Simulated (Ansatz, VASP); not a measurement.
## Two plane-wave programs on Cs

```
Cs
1.0
    -1.65820    3.31639    3.31639
     3.31639   -1.65820    3.31639
     3.31639    3.31639   -1.65820
Cs
1
Cartesian
  0.0000 0.0000 0.0000
```

Alike in both runs: task single point; functional PBEsol; k mesh 12 × 12 × 12; occupations gaussian, width 0.15 eV; no spin polarisation.

|  | VASP | Ansatz |
| --- | --- | --- |
| version | VASP 6.6.1 | Ansatz 0.2.0 |
| potentials or method | VASP PAW PBE potentials, release 64 (Cs_sv), cutoff 520 eV | scalar-relativistic, plane waves, PAW |
| valence electrons in the cell | 9 | 9 |

|  | VASP | Ansatz | Ansatz less VASP |
| --- | --- | --- | --- |
| gap on the k mesh at the Fermi level (eV) | none | none | - |
| pressure (GPa) | -0.1 | -0.1 | 0.00 |

VASP's potentials were made for PBE, not for PBEsol. A gap of «none» marks a metal or a gap that the smearing closes.

Neither program's run includes spin-orbit coupling.
